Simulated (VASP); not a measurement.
Write the native input for VASP 6.6.1 that does the following.

```yaml
Task: single point
Functional: PBEsol
Potentials_or_basis: VASP PAW PBE potentials, release 64 (O)
Cutoff: 520 eV
k_mesh: 8 × 8 × 8
Occupations: fermi-dirac, width 0.1 eV
Spin: no spin polarisation
Dipole_correction: no
Further_INCAR_settings: ALGO = Normal; EDIFF = 1e-06; NBANDS = 16
```

The structure of O lies in POSCAR:

```
O
1.0
    1.7236700000      0.9951600000      5.7071900000
   -1.7236700000      0.9951600000      5.7071900000
    0.0000000000     -1.9903200000      5.7071900000
O
3
Direct
    0.8880900000      0.8880900000      0.8880900000
    0.1065900000      0.1065900000      0.1065900000
    0.6566700000      0.6566700000      0.6566700000
```

These files were run (other wordings do the same):

INCAR

```
  ALGO = Normal
  EDIFF = 1E-6
  ENCUT = 520
  GGA = PS
  ISIF = 2
  ISMEAR = -1
  LASPH = T
  LCHARG = F
  LREAL = F
  LWAVE = F
  NBANDS = 16
  NELM = 60
  PREC = Accurate
  SIGMA = 0.1
```

KPOINTS

```
k-points
0
Gamma
  8 8 8
```

Potentials or basis: VASP PAW PBE potentials, release 64 (O).

Launch:

```bash
$ cat potpaw_PBE.64/O/POTCAR > POTCAR
$ mpirun -np 1 vasp_std > vasp.out
```

It gave:

```json
{
 "Pressure": "-16.2 GPa",
 "Largest force": "0.706 eV/Å",
 "Band gap on the k mesh": "zero (bands 9 and 10 overlap by 0.09 eV)"
}
```

Caveat: the stress differs along the axes, from -23 to -13 GPa; the atoms stand far beyond bonding distance, and open shells without spin polarisation read as a metal; the PAW data sets were made with another functional, which shifts forces and pressure a little.

Wall time 2.5 min on 1 thread of Intel(R) Xeon(R) Platinum 8259CL CPU @ 2.50GHz (Skylake/Cascade Lake), with other jobs on the host, peak memory 0.3 GiB.
